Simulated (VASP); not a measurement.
# Ge2Sb2Te5 (P-3m1) in VASP: further runs, part 2 of 2

VASP 6.6.1.

## Step 4: Single point, PBEsol (30.80 Å³/atom)

This run uses another cell than the first one, of 30.80 Å³/atom.

INCAR

```
SYSTEM = Ge2Sb2Te5
ALGO = Normal
EDIFF = 1E-7
ENCUT = 520
GGA = PS
ISIF = 2
ISMEAR = 0
LASPH = .TRUE.
LCHARG = .FALSE.
LREAL = .FALSE.
LWAVE = .FALSE.
NBANDS = 44
NELM = 80
PREC = Accurate
SIGMA = 0.1
```

KPOINTS

```
k-points
0
G
  12 12 2
  0 0 0
```

POSCAR

```
Ge2Sb2Te5
1.0
    4.2255090631      0.0000000000      0.0000000000
   -2.1127545315      3.6593981926      0.0000000000
    0.0000000000      0.0000000000     17.9289781883
Ge Sb Te
2 2 5
Direct
    0.0000000000      0.0000000000      0.3289323651
    0.0000000000      0.0000000000      0.6710676349
    0.3333333333      0.6666666667      0.1123046047
    0.6666666667      0.3333333333      0.8876953953
    0.0000000000      0.0000000000      0.0000000000
    0.3333333333      0.6666666667      0.7903192630
    0.6666666667      0.3333333333      0.2096807370
    0.3333333333      0.6666666667      0.4075873904
    0.6666666667      0.3333333333      0.5924126096
```

Potentials or basis: VASP PAW PBE potentials, release 64 (Ge_d, Sb, Te).

Command:

```bash
> cat potpaw_PBE.64/Ge_d/POTCAR potpaw_PBE.64/Sb/POTCAR potpaw_PBE.64/Te/POTCAR > POTCAR
> mpirun -np 1 vasp_std > vasp.out
```

OUTCAR:

```text
SYSTEM = Ge2Sb2Te5
   EDIFF = 1E-7
   ENCUT = 520
   GGA = PS
   ISIF = 2
   ISMEAR = 0
   LASPH = .TRUE.
   LREAL = .FALSE.
   NELM = 80
   PREC = Accurate

 ion  position               nearest neighbor table
   1  0.000  0.000  0.329-   8 2.82   8 2.82   8 2.82   7 3.24   7 3.24   7 3.24
   2  0.000  0.000  0.671-   9 2.82   9 2.82   9 2.82   6 3.24   6 3.24   6 3.24
   3  0.333  0.667  0.112-   7 3.00   7 3.00   7 3.00   5 3.16   5 3.16   5 3.16
   4  0.667  0.333  0.888-   6 3.00   6 3.00   6 3.00   5 3.16   5 3.16   5 3.16
   5  0.000  0.000  0.000-   3 3.16   4 3.16   4 3.16   3 3.16   4 3.16   3 3.16
   6  0.333  0.667  0.790-   4 3.00   4 3.00   4 3.00   2 3.24   2 3.24   2 3.24
   7  0.667  0.333  0.210-   3 3.00   3 3.00   3 3.00   1 3.24   1 3.24   1 3.24
   8  0.333  0.667  0.408-   1 2.82   1 2.82   1 2.82
   9  0.667  0.333  0.592-   2 2.82   2 2.82   2 2.82

  LATTYP: Found a hexagonal cell.
 ALAT       =     4.2255090631
 C/A-ratio  =     4.2430338974

  Lattice vectors:

 A1 = (   4.2255090631,   0.0000000000,   0.0000000000)
 A2 = (  -2.1127545315,   3.6593981926,   0.0000000000)
 A3 = (   0.0000000000,   0.0000000000,  17.9289781883)

Analysis of symmetry for initial positions (statically):
=====================================================================
 Subroutine PRICEL returns:
 Original cell was already a primitive cell.

 Routine SETGRP: Setting up the symmetry group for a
 hexagonal supercell.

 Subroutine GETGRP returns: Found 12 space group operations
 (whereof 12 operations were pure point group operations)
 out of a pool of 24 trial point group operations.

The static configuration has the point symmetry D_3d.

Analysis of symmetry for dynamics (positions and initial velocities):
=====================================================================
 Subroutine PRICEL returns:
 Original cell was already a primitive cell.

 Routine SETGRP: Setting up the symmetry group for a
 hexagonal supercell.

 Subroutine GETGRP returns: Found 12 space group operations
 (whereof 12 operations were pure point group operations)
 out of a pool of 24 trial point group operations.

The dynamic configuration has the point symmetry D_3d.

 Subroutine INISYM returns: Found 12 space group operations
 (whereof 12 operations are pure point group operations),
 and found     1 'primitive' translations

----------------------------------------------------------------------------------------

                                     Primitive cell

  volume of cell :     277.2326

  direct lattice vectors                    reciprocal lattice vectors
     4.225509063  0.000000000  0.000000000     0.236657876  0.136634488  0.000000000
    -2.112754531  3.659398193  0.000000000     0.000000000  0.273268977  0.000000000
     0.000000000  0.000000000 17.928978188     0.000000000  0.000000000  0.055775627

  length of vectors
[... 53 lines left out ...]
  0.000000  0.000000  0.000000      1.000000
  0.083333  0.000000  0.000000      6.000000
  0.166667 -0.000000  0.000000      6.000000
  0.250000 -0.000000  0.000000      6.000000
  0.333333  0.000000  0.000000      6.000000
  0.416667 -0.000000  0.000000      6.000000
[... 16 lines left out ...]
  0.250000 -0.000000  0.500000      6.000000
  0.333333  0.000000  0.500000      6.000000
 [... further k-points ...]
   k-points           NKPTS =     38   k-points in BZ     NKDIM =     38   number of bands    NBANDS=     44
   number of dos      NEDOS =    301   number of ions     NIONS =      9
   total plane-waves  NPLWV = 143360
   dimension x,y,z NGX =    32 NGY =   32 NGZ =  140
   dimension x,y,z NGXF=    64 NGYF=   64 NGZF=  280
   ions per type =               2   2   5
   NGX,Y,Z   is equivalent  to a cutoff of  12.59, 12.59, 12.98 a.u.
   NGXF,Y,Z  is equivalent  to a cutoff of  25.18, 25.18, 25.96 a.u.
 SYSTEM =  Ge2Sb2Te5
   PREC   = accura    normal or accurate (medium, high low for compatibility)
   ISTART =      0    job   : 0-new  1-cont  2-samecut
   ICHARG =      2    charge: 1-file 2-atom 10-const
   ISPIN  =      1    spin polarized calculation?
   LNONCOLLINEAR =      F non collinear calculations
   LSORBIT =      F    spin-orbit coupling
   LASPH  =      T    aspherical Exc in radial PAW
   ENCUT  =  520.0 eV  38.22 Ry    6.18 a.u.   7.86  7.86 33.34*2*pi/ulx,y,z
   NELM   =     80;   NELMIN=  2; NELMDL= -5     # of ELM steps
   EDIFF  = 0.1E-06   stopping-criterion for ELM
   LREAL  =      F    real-space projection
   EDIFFG = 0.1E-05   stopping-criterion for IOM
   NSW    =      0    number of steps for IOM
   IBRION =     -1    ionic relax: 0-MD 1-quasi-New 2-CG
   NFREE  =      0    steps in history (QN), initial steepest desc. (CG)
   ISIF   =      2    stress and relaxation
   ISYM   =      2    0-nonsym 1-usesym 2-fastsym
   POTIM  = 0.5000    time-step for ionic-motion
   TEBEG  =    0.0;   TEEND  =   0.0 temperature during run
   PSTRESS=    0.0 pullay stress
   NELECT =      68.0000    total number of electrons
   NUPDOWN=      -1.0000    fix difference up-down
   EMIN   =  10.00;   EMAX   =-10.00  energy-range for DOS
   EFERMI =   0.00;   METHOD = LEGACY
   ISMEAR =     0;   SIGMA  =   0.10  broadening in eV -4-tet -1-fermi 0-gaus
   EFERMI_NEDOS =   21; number of points for ismear=-14 and -15
   IALGO  =     38    algorithm
   IMIX   =      4    mixing-type and parameters
     AMIX     =   0.40;   BMIX     =  1.00
     AMIX_MAG =   1.60;   BMIX_MAG =  1.00
  volume/ion in A,a.u.               =      30.80       207.87
  Fermi-wavevector in a.u.,A,eV,Ry     =   1.024778  1.936549 14.288425  1.050170
  Thomas-Fermi vector in A             =   2.158583
   LORBIT       =      0    0 simple, 1 ext, 2 COOP (PROOUT), +10 PAW based schemes
   GGA     = PS    functional components
   LHFCALC =     F    Hartree Fock is set to
   AEXX    =    0.0000 exact exchange contribution
   IVDW    =     0    specifies the selected vdW correction
   LEPSILON=     F    determine dielectric tensor
   LRPA    =     F    only Hartree local field effects (RPA)
 non-spin polarized calculation
 Gauss-broadening in eV      SIGMA  =   0.10
  energy-cutoff  :      520.00
  volume of cell :      277.23
 maximum number of plane-waves:      7512
 NGX is ok and might be reduce to    32
   NGX = 15   NGY = 15   NGZ = 67

 number of electron      68.0000032 magnetization

 Free energy of the ion-electron system (eV)
  ---------------------------------------------------
  ext. energy  EPLUGINS =         0.00000000
  ---------------------------------------------------
  free energy    TOTEN  =       -37.34521771 eV

  energy without entropy =      -37.33951279  energy(sigma->0) =      -37.34236525

 E-fermi :   6.0647     XC(G=0):  -9.4633

 val. band max:        6.0046900632   @ k =   0.1667  -0.0000   0.0000
 cond. band min:       6.0766687822   @ k =   0.0833   0.0000   0.5000
 fundamental gap:      0.0719787190
 Fermi energy:         6.0647425889

 k-point     1 :       0.0000    0.0000    0.0000
  band No.  band energies     occupation
      1     -18.7340      2.00000
      2     -18.7340      2.00000
      3     -18.7340      2.00000
      4     -18.7340      2.00000
      5     -18.7214      2.00000
      6     -18.7214      2.00000
[... 1117 lines left out ...]
     43       9.0005      0.00000
     44       9.1600      0.00000

 [... further k-points ...]

------------------------ aborting loop because EDIFF is reached ----------------------------------------

  FORCE on cell =-STRESS in cart. coord.  units (eV):
  Direction    XX          YY          ZZ          XY          YZ          ZX
  --------------------------------------------------------------------------------------
  -------------------------------------------------------------------------------------
  Total       -2.1279342     -2.1279342     -2.1490842     -0.0000000      0.0000000     -0.0000000
  in kB      -12.2977182    -12.2977182    -12.4199479     -0.0000000      0.0000000     -0.0000000
  external PRESSURE =     -12.3384615 kB  Pullay stress =       0.0000000 kB

 VOLUME and BASIS-vectors are now :
 -----------------------------------------------------------------------------
  energy-cutoff  :      520.00
  volume of cell :      277.23
      direct lattice vectors                 reciprocal lattice vectors
     4.225509063  0.000000000  0.000000000     0.236657876  0.136634488  0.000000000
    -2.112754531  3.659398193  0.000000000     0.000000000  0.273268977  0.000000000
     0.000000000  0.000000000 17.928978188     0.000000000  0.000000000  0.055775627

 POSITION                                       TOTAL-FORCE (eV/Angst)
 -----------------------------------------------------------------------------------
      0.00000      0.00000      5.89742         0.000000      0.000000     -0.024286
      0.00000      0.00000     12.03156        -0.000000     -0.000000      0.024286
     -0.00000      2.43960      2.01351        -0.000000      0.000000     -0.023877
      2.11275      1.21980     15.91547         0.000000      0.000000      0.023877
      0.00000      0.00000      0.00000        -0.000000      0.000000      0.000000
     -0.00000      2.43960     14.16962        -0.000000     -0.000000     -0.033988
      2.11275      1.21980      3.75936        -0.000000      0.000000      0.033988
     -0.00000      2.43960      7.30763         0.000000     -0.000000      0.017896
      2.11275      1.21980     10.62135        -0.000000      0.000000     -0.017896
 -----------------------------------------------------------------------------------
    total drift:                               -0.000000     -0.000000      0.000000

  FREE ENERGIE OF THE ION-ELECTRON SYSTEM (eV)
  ---------------------------------------------------
  free  energy   TOTEN  =       -37.3452177069 eV

  energy  without entropy=      -37.3395127899  energy(sigma->0) =      -37.34236525
```

Wall time 13 min (1 thread of Oxide Virtual Turin-like, shared host); peak memory 0.6 GiB.

What came out:

| Quantity | Value |
| --- | --- |
| Free energy | -37.3452 eV |
| Pressure | -1.2 GPa |
| Largest force | 0.034 eV/Å |

Forces on the atoms (eV/Å):
```
Ge   0.000  0.000 -0.024
Ge   0.000  0.000  0.024
Sb   0.000  0.000 -0.024
Sb   0.000  0.000  0.024
Te   0.000  0.000  0.000
Te   0.000  0.000 -0.034
Te   0.000  0.000  0.034
Te   0.000  0.000  0.018
Te   0.000  0.000 -0.018
```

Levels at points of the mesh, in eV from the Fermi level:
| k point | band 32 | band 33 | band 34 | band 35 | band 36 | band 37 |
| --- | --- | --- | --- | --- | --- | --- |
| (0.00, 0.00, 0.00) | -1.27 | -1.09 | -0.12 | 0.10 | 0.10 | 0.11 |
| (0.50, 0.00, 0.00) | -1.80 | -1.35 | -1.22 | 0.34 | 0.39 | 0.62 |
| (0.00, 0.00, 0.50) | -1.48 | -0.97 | -0.13 | 0.12 | 0.12 | 0.12 |
| (0.50, 0.00, 0.50) | -1.96 | -1.73 | -0.75 | 0.03 | 0.55 | 0.81 |

Caveat: the PAW data sets were made with another functional, which shifts forces and pressure a little; spin-orbit coupling is left out, which moves the levels of the heavy elements; this functional lacks dispersion, which binds the layers, so the pressure and a relaxed spacing across them are unreliable.

## Step 5: Single point, PBEsol

This run uses another cell than the first one, of 31.50 Å³/atom.

INCAR

```
SYSTEM = Ge2Sb2Te5
  PREC = Accurate
  ENCUT = 520
  EDIFF = 1E-6
  ISMEAR = 0
  SIGMA = 0.1
  LREAL = .FALSE.
  LASPH = .TRUE.
  NELM = 60
  ALGO = Normal
  ISIF = 2
  LWAVE = .FALSE.
  LCHARG = .FALSE.
  GGA = PS
  NBANDS = 44
```

KPOINTS

```
Automatic mesh
0
G
  12 12 2
  0 0 0
```

POSCAR

```
Ge2Sb2Te5
1.0
    4.2648321257      0.0000000000      0.0000000000
   -2.1324160628      3.6934529637      0.0000000000
    0.0000000000      0.0000000000     17.9991050000
Ge Sb Te
2 2 5
Direct
    0.0000000000      0.0000000000      0.3322520000
    0.0000000000      0.0000000000      0.6677480000
    0.3333333300      0.6666666700      0.1126580000
    0.6666666700      0.3333333300      0.8873420000
    0.0000000000      0.0000000000      0.0000000000
    0.3333333300      0.6666666700      0.7901080000
    0.6666666700      0.3333333300      0.2098920000
    0.3333333300      0.6666666700      0.4110450000
    0.6666666700      0.3333333300      0.5889550000
```

Command:

```bash
> cat potpaw_PBE.64/Ge_d/POTCAR potpaw_PBE.64/Sb/POTCAR potpaw_PBE.64/Te/POTCAR > POTCAR
> mpirun -np 1 vasp_std > vasp.out
```

Run time: 11 min. Hardware: 1 thread of Oxide Virtual Turin-like, shared host; peak memory 0.62 GiB.

Results (log left out):

```
Free energy   : -37.2686 eV
Pressure      : -2.4 GPa
Largest force : 0.116 eV/Å
```

Forces in eV/Å, atoms in the order of the input:
```
Ge   0.000  0.000  0.038
Ge   0.000  0.000 -0.038
Sb   0.000  0.000  0.010
Sb   0.000  0.000 -0.010
Te   0.000  0.000  0.000
Te   0.000  0.000  0.054
Te   0.000  0.000 -0.054
Te   0.000  0.000 -0.116
Te   0.000  0.000  0.116
```

Levels at points of the mesh, in eV from the Fermi level:
```csv
k point,band 31,band 32,band 33,band 34,band 35,band 36,band 37,band 38
"(0.00, 0.00, 0.00)",-1.39,-1.33,-1.15,-0.16,0.13,0.13,0.20,1.03
"(0.50, 0.00, 0.00)",-1.92,-1.75,-1.27,-1.24,0.36,0.41,0.66,1.34
"(0.00, 0.00, 0.50)",-1.44,-1.44,-1.04,-0.16,0.15,0.15,0.20,0.98
"(0.50, 0.00, 0.50)",-2.11,-1.94,-1.68,-0.70,0.02,0.58,0.84,1.50
```

Caveat: the PAW data sets were made with another functional, which shifts forces and pressure a little; spin-orbit coupling is left out, which moves the levels of the heavy elements; this functional lacks dispersion, which binds the layers, so the pressure and a relaxed spacing across them are unreliable.

## Step 6: The runs side by side

| task | cell | cutoff (eV) | gap on the mesh (eV) | pressure (GPa) | largest force (eV/Å) |
| --- | --- | --- | --- | --- | --- |
| relaxation of shape and atoms at fixed volume | relaxed from a = 4.126, b = 4.126, c = 16.679 Å, angles 90.0, 90.0, 120.0°, 9 atoms, atomic positions A | 600 | none | 3.0 | - |
| single point | a = 4.224, b = 4.224, c = 17.432 Å, angles 90.0, 90.0, 120.0°, 9 atoms, atomic positions B | 520 | none | -0.9 | 0.03 |
| single point | a = 4.226, b = 4.226, c = 17.929 Å, angles 90.0, 90.0, 120.0°, 9 atoms, atomic positions C | 520 | - | -1.2 | 0.03 |
| single point | a = 4.265, b = 4.265, c = 17.999 Å, angles 90.0, 90.0, 120.0°, 9 atoms, atomic positions D | 520 | - | -2.4 | 0.12 |

Alike in all rows: level PBEsol; potentials or basis VASP PAW PBE potentials, release 64 (Ge_d, Sb, Te); no spin polarisation; k mesh 12 × 12 × 2; smearing gaussian 0.1 eV.

Caveats: the PAW data sets were made with another functional, which shifts forces and pressure a little; spin-orbit coupling is left out, which moves the levels of the heavy elements; this functional lacks dispersion, which binds the layers, so the pressure and a relaxed spacing across them are unreliable (at least some runs).

Absolute energies hang on the potentials; compare differences alone.
